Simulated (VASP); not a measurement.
# SnTe (Fm-3m) in VASP: further runs, part 2 of 2

VASP 6.6.1. The steps go on from the part before.

**4. Single point, RPBE**

This run uses another cell than the first one, of 34.05 Å³/atom, 1.045 times its volume.

Input file INCAR:

```
SYSTEM = SnTe
  PREC = Accurate
  ENCUT = 520
  EDIFF = 1E-7
  ISMEAR = -1
  SIGMA = 0.05
  LREAL = .FALSE.
  LASPH = .TRUE.
  NELM = 80
  ALGO = Normal
  ISIF = 2
  LWAVE = .FALSE.
  LCHARG = .FALSE.
  GGA = RP
  NBANDS = 17
```

Input file KPOINTS:

```
regular mesh
0
G
  7 7 7
  0 0 0
```

Input file POSCAR:

```
SnTe
1.0
    0.0000000000      3.2411199805      3.2411199805
    3.2411199805      0.0000000000      3.2411199805
    3.2411199805      3.2411199805      0.0000000000
Te Sn
1 1
Direct
    0.5000000000      0.5000000000      0.5000000000
    0.0000000000      0.0000000000      0.0000000000
```

Potentials or basis: VASP PAW PBE potentials, release 64 (Te, Sn_d).

Run with:

```bash
cat potpaw_PBE.64/Te/POTCAR potpaw_PBE.64/Sn_d/POTCAR > POTCAR
mpirun -np 1 vasp_std > vasp.out
```

OUTCAR:

```text
SYSTEM = SnTe
   PREC = Accurate
   ENCUT = 520
   EDIFF = 1E-7
   ISMEAR = -1
   LREAL = .FALSE.
   LASPH = .TRUE.
   NELM = 80
   ISIF = 2
   GGA = RP

 ion  position               nearest neighbor table
   1  0.500  0.500  0.500-   2 3.24   2 3.24   2 3.24   2 3.24   2 3.24   2 3.24
   2  0.000  0.000  0.000-   1 3.24   1 3.24   1 3.24   1 3.24   1 3.24   1 3.24

  LATTYP: Found a face centered cubic cell.
 ALAT       =     6.4822399610

  Lattice vectors:

 A1 = (   0.0000000000,   3.2411199805,   3.2411199805)
 A2 = (   3.2411199805,   0.0000000000,   3.2411199805)
 A3 = (   3.2411199805,   3.2411199805,   0.0000000000)

Analysis of symmetry for initial positions (statically):
[... 33 lines left out ...]
                                     Primitive cell

  volume of cell :      68.0950

  direct lattice vectors                    reciprocal lattice vectors
     0.000000000  3.241119981  3.241119981    -0.154267661  0.154267661  0.154267661
     3.241119981  0.000000000  3.241119981     0.154267661 -0.154267661  0.154267661
     3.241119981  3.241119981  0.000000000     0.154267661  0.154267661 -0.154267661

  length of vectors
     4.583635834  4.583635834  4.583635834     0.267199428  0.267199428  0.267199428

  position of ions in fractional coordinates (direct lattice)
     0.500000000  0.500000000  0.500000000
     0.000000000  0.000000000  0.000000000

  ion indices of the primitive-cell ions
   primitive index   ion index
                 1           1
                 2           2

----------------------------------------------------------------------------------------

 KPOINTS: regular mesh

Automatic generation of k-mesh.
 Grid dimensions read from file:
 generate k-points for:    7    7    7

 Generating k-lattice:

  Cartesian coordinates                     Fractional coordinates (reciprocal lattice)
    -0.022038237  0.022038237  0.022038237     0.142857143  0.000000000  0.000000000
     0.022038237 -0.022038237  0.022038237     0.000000000  0.142857143  0.000000000
     0.022038237  0.022038237 -0.022038237     0.000000000  0.000000000  0.142857143

  Length of vectors
     0.038171347  0.038171347  0.038171347

  Shift w.r.t. Gamma in fractional coordinates (k-lattice)
     0.000000000  0.000000000  0.000000000

 Subroutine IBZKPT returns following result:
 ===========================================

 Found     20 irreducible k-points:

 Following reciprocal coordinates:
            Coordinates               Weight
  0.000000  0.000000  0.000000      1.000000
  0.142857  0.000000  0.000000      8.000000
  0.285714  0.000000  0.000000      8.000000
  0.428571  0.000000  0.000000      8.000000
  0.142857  0.142857  0.000000      6.000000
  0.285714  0.142857  0.000000     24.000000
[... 12 lines left out ...]
 -0.428571  0.428571  0.142857     24.000000
 -0.285714  0.428571  0.142857     24.000000
   k-points           NKPTS =     20   k-points in BZ     NKDIM =     20   number of bands    NBANDS=     17
   number of dos      NEDOS =    301   number of ions     NIONS =      2
   total plane-waves  NPLWV =  46656
   dimension x,y,z NGX =    36 NGY =   36 NGZ =   36
   dimension x,y,z NGXF=    72 NGYF=   72 NGZF=   72
   ions per type =               1   1
   NGX,Y,Z   is equivalent  to a cutoff of  13.06, 13.06, 13.06 a.u.
   NGXF,Y,Z  is equivalent  to a cutoff of  26.11, 26.11, 26.11 a.u.
 SYSTEM =  SnTe
   PREC   = accura    normal or accurate (medium, high low for compatibility)
   ISTART =      0    job   : 0-new  1-cont  2-samecut
   ICHARG =      2    charge: 1-file 2-atom 10-const
   ISPIN  =      1    spin polarized calculation?
   LNONCOLLINEAR =      F non collinear calculations
   LSORBIT =      F    spin-orbit coupling
   LASPH  =      T    aspherical Exc in radial PAW
   ENCUT  =  520.0 eV  38.22 Ry    6.18 a.u.   8.52  8.52  8.52*2*pi/ulx,y,z
   NELM   =     80;   NELMIN=  2; NELMDL= -5     # of ELM steps
   EDIFF  = 0.1E-06   stopping-criterion for ELM
   LREAL  =      F    real-space projection
   EDIFFG = 0.1E-05   stopping-criterion for IOM
   NSW    =      0    number of steps for IOM
   IBRION =     -1    ionic relax: 0-MD 1-quasi-New 2-CG
   NFREE  =      0    steps in history (QN), initial steepest desc. (CG)
   ISIF   =      2    stress and relaxation
   ISYM   =      2    0-nonsym 1-usesym 2-fastsym
   POTIM  = 0.5000    time-step for ionic-motion
   TEBEG  =    0.0;   TEEND  =   0.0 temperature during run
   PSTRESS=    0.0 pullay stress
   NELECT =      20.0000    total number of electrons
   NUPDOWN=      -1.0000    fix difference up-down
   EMIN   =  10.00;   EMAX   =-10.00  energy-range for DOS
   EFERMI =   0.00;   METHOD = LEGACY
   ISMEAR =    -1;   SIGMA  =   0.05  broadening in eV -4-tet -1-fermi 0-gaus
   EFERMI_NEDOS =   21; number of points for ismear=-14 and -15
   IALGO  =     38    algorithm
   IMIX   =      4    mixing-type and parameters
     AMIX     =   0.40;   BMIX     =  1.00
     AMIX_MAG =   1.60;   BMIX_MAG =  1.00
  volume/ion in A,a.u.               =      34.05       229.76
  Fermi-wavevector in a.u.,A,eV,Ry     =   1.088211  2.056420 16.112058  1.184203
  Thomas-Fermi vector in A             =   2.224387
   LORBIT       =      0    0 simple, 1 ext, 2 COOP (PROOUT), +10 PAW based schemes
   GGA     = RP    functional components
   LHFCALC =     F    Hartree Fock is set to
   AEXX    =    0.0000 exact exchange contribution
   IVDW    =     0    specifies the selected vdW correction
   LEPSILON=     F    determine dielectric tensor
   LRPA    =     F    only Hartree local field effects (RPA)
 non-spin polarized calculation
  energy-cutoff  :      520.00
  volume of cell :       68.10
 maximum number of plane-waves:      1862
 NGX is ok and might be reduce to    36
   NGX = 17   NGY = 17   NGZ = 17

 number of electron      20.0000002 magnetization

 Free energy of the ion-electron system (eV)
  ---------------------------------------------------
  ext. energy  EPLUGINS =         0.00000000
  ---------------------------------------------------
  free energy    TOTEN  =        -6.87796247 eV

  energy without entropy =       -6.87791867  energy(sigma->0) =       -6.87794057

 E-fermi :   6.1077     XC(G=0):  -9.0019

 val. band max:        5.7644044650   @ k =   0.4286   0.0000   0.0000
 cond. band min:       6.4569702018   @ k =   0.4286   0.0000   0.0000
 fundamental gap:      0.6925657368
 Fermi energy:         6.1076713016

 k-point     1 :       0.0000    0.0000    0.0000
  band No.  band energies     occupation
      1     -15.9118      2.00000
      2     -15.9118      2.00000
      3     -15.9118      2.00000
      4     -15.9108      2.00000
      5     -15.9108      2.00000
      6      -6.1390      2.00000
[... 9 lines left out ...]
     16      10.9617      0.00000
     17      12.8292      0.00000

 k-point     2 :       0.1429    0.0000    0.0000
  band No.  band energies     occupation
      1     -15.9118      2.00000
      2     -15.9118      2.00000
      3     -15.9116      2.00000
      4     -15.9105      2.00000
      5     -15.9105      2.00000
      6      -5.9900      2.00000
[... 9 lines left out ...]
     16      11.3464      0.00000
     17      13.9232      0.00000

 k-point     3 :       0.2857    0.0000    0.0000
  band No.  band energies     occupation
      1     -15.9133      2.00000
      2     -15.9133      2.00000
      3     -15.9110      2.00000
      4     -15.9084      2.00000
      5     -15.9084      2.00000
      6      -5.5884      2.00000
[... 9 lines left out ...]
     16      12.4152      0.00000
     17      16.1539      0.00000

 k-point     4 :       0.4286    0.0000    0.0000
  band No.  band energies     occupation
      1     -15.9145      2.00000
      2     -15.9145      2.00000
      3     -15.9106      2.00000
      4     -15.9067      2.00000
      5     -15.9067      2.00000
      6      -5.1468      2.00000
[... 9 lines left out ...]
     16      14.0517      0.00000
     17      15.3065      0.00000
[... 263 lines left out ...]
      1     -15.9165      2.00000
      2     -15.9121      2.00000
      3     -15.9101      2.00000
      4     -15.9078      2.00000
      5     -15.9060      2.00000
      6      -4.9467      2.00000
[... 9 lines left out ...]
     16      14.7653      0.00000
     17      15.7794      0.00000

 k-point    19 :      -0.4286    0.4286    0.1429
  band No.  band energies     occupation
      1     -15.9190      2.00000
      2     -15.9124      2.00000
      3     -15.9096      2.00000
      4     -15.9064      2.00000
      5     -15.9049      2.00000
      6      -4.8586      2.00000
[... 9 lines left out ...]
     16      15.3605      0.00000
     17      16.4511      0.00000

 k-point    20 :      -0.2857    0.4286    0.1429
  band No.  band energies     occupation
      1     -15.9178      2.00000
      2     -15.9109      2.00000
      3     -15.9100      2.00000
      4     -15.9084      2.00000
      5     -15.9050      2.00000
      6      -4.7897      2.00000
[... 9 lines left out ...]
     16      15.7466      0.00000
     17      16.1215      0.00000

------------------------ aborting loop because EDIFF is reached ----------------------------------------

  FORCE on cell =-STRESS in cart. coord.  units (eV):
  Direction    XX          YY          ZZ          XY          YZ          ZX
  --------------------------------------------------------------------------------------
  -------------------------------------------------------------------------------------
  Total       -0.0145069     -0.0145069     -0.0145069      0.0000000     -0.0000000     -0.0000000
  in kB       -0.3413256     -0.3413256     -0.3413256      0.0000000     -0.0000000     -0.0000000
  external PRESSURE =      -0.3413256 kB  Pullay stress =       0.0000000 kB

 VOLUME and BASIS-vectors are now :
 -----------------------------------------------------------------------------
  energy-cutoff  :      520.00
  volume of cell :       68.10
      direct lattice vectors                 reciprocal lattice vectors
     0.000000000  3.241119981  3.241119981    -0.154267661  0.154267661  0.154267661
     3.241119981  0.000000000  3.241119981     0.154267661 -0.154267661  0.154267661
     3.241119981  3.241119981  0.000000000     0.154267661  0.154267661 -0.154267661

 POSITION                                       TOTAL-FORCE (eV/Angst)
 -----------------------------------------------------------------------------------
      3.24112      3.24112      3.24112        -0.000000      0.000000     -0.000000
      0.00000      0.00000      0.00000         0.000000      0.000000      0.000000
 -----------------------------------------------------------------------------------
    total drift:                               -0.000000      0.000000      0.000000

  FREE ENERGIE OF THE ION-ELECTRON SYSTEM (eV)
  ---------------------------------------------------
  free  energy   TOTEN  =        -6.8779624672 eV

  energy  without entropy=       -6.8779186674  energy(sigma->0) =       -6.87794057
```

OSZICAR:

```text
N       E                     dE             d eps       ncg     rms          rms(c)
DAV:   1     0.127565101712E+03    0.12757E+03   -0.94195E+03   688   0.131E+03
DAV:   2     0.454938155908E+01   -0.12302E+03   -0.11961E+03   720   0.332E+02
DAV:   3    -0.660638012359E+01   -0.11156E+02   -0.11086E+02   826   0.893E+01
DAV:   4    -0.693646755567E+01   -0.33009E+00   -0.32987E+00   799   0.156E+01
DAV:   5    -0.695010562380E+01   -0.13638E-01   -0.13638E-01  1009   0.306E+00    0.381E+00
DAV:   6    -0.687188066578E+01    0.78225E-01   -0.19399E-01   847   0.258E+00    0.239E+00
DAV:   7    -0.687531737239E+01   -0.34367E-02   -0.67342E-02   760   0.113E+00    0.911E-01
DAV:   8    -0.687773154884E+01   -0.24142E-02   -0.88100E-03   798   0.738E-01    0.179E-01
DAV:   9    -0.687785725307E+01   -0.12570E-03   -0.10273E-03   922   0.286E-01    0.620E-02
DAV:  10    -0.687793868384E+01   -0.81431E-04   -0.24097E-04   789   0.104E-01    0.211E-02
DAV:  11    -0.687796357957E+01   -0.24896E-04   -0.86384E-05   789   0.634E-02    0.239E-02
DAV:  12    -0.687796356928E+01    0.10292E-07   -0.41144E-06   847   0.111E-02    0.162E-02
DAV:  13    -0.687796256367E+01    0.10056E-05   -0.14993E-06   756   0.738E-03    0.650E-03
DAV:  14    -0.687796238445E+01    0.17922E-06   -0.10386E-06   897   0.833E-03    0.209E-03
DAV:  15    -0.687796246722E+01   -0.82773E-07   -0.10165E-07   621   0.160E-03
   1 F= -.68779625E+01 E0= -.68779406E+01  d E =-.437998E-04
```

Run time: 28 s. Hardware: 1 thread of Intel Xeon Platinum 8259CL at 2.50GHz (Skylake/Cascade Lake), shared host; peak memory 0.21 GiB.

What came out:

```
Free energy : -6.8780 eV
Pressure    : 0.0 GPa
```

Levels at points of the mesh, in eV from the Fermi level:
```
           k point  band 7  band 8  band 9  band 10  band 11  band 12  band 13  band 14
(0.00, 0.00, 0.00)   -4.99   -1.99   -1.99    -1.99     3.14     3.14     3.14     4.85
```

Caveat: this odd mesh misses L, where the gap lies, so gap, dielectric constants and Born charges aren't listed; the PAW data sets were made with another functional, which shifts forces and pressure a little; spin-orbit coupling is left out, which moves the levels of the heavy elements.

**5. The runs side by side**

| level | potentials or basis | cell | pressure (GPa) |
| --- | --- | --- | --- |
| BLYP+D4 | VASP PAW PBE potentials, release 64 (Te, Sn_d) | a = 4.517 Å, angles 60.0°, 2 atoms | 0.1 |
| LDA | VASP PAW LDA potentials, release 64 (Te, Sn_d) | a = 4.543 Å, angles 60.0°, 2 atoms | -3.7 |
| RPBE | VASP PAW PBE potentials, release 64 (Te, Sn_d) | a = 4.584 Å, angles 60.0°, 2 atoms | 0.0 |

Alike in all rows: task single point; no spin polarisation; k mesh 7 × 7 × 7; cutoff (eV) 520; smearing fermi-dirac 0.05 eV.

Caveats: spin-orbit coupling is left out, which moves the levels of the heavy elements; the PAW data sets were made with another functional, which shifts forces and pressure a little (some runs).

Total energies depend on the potentials used, so only differences within one code and one set of settings carry meaning.
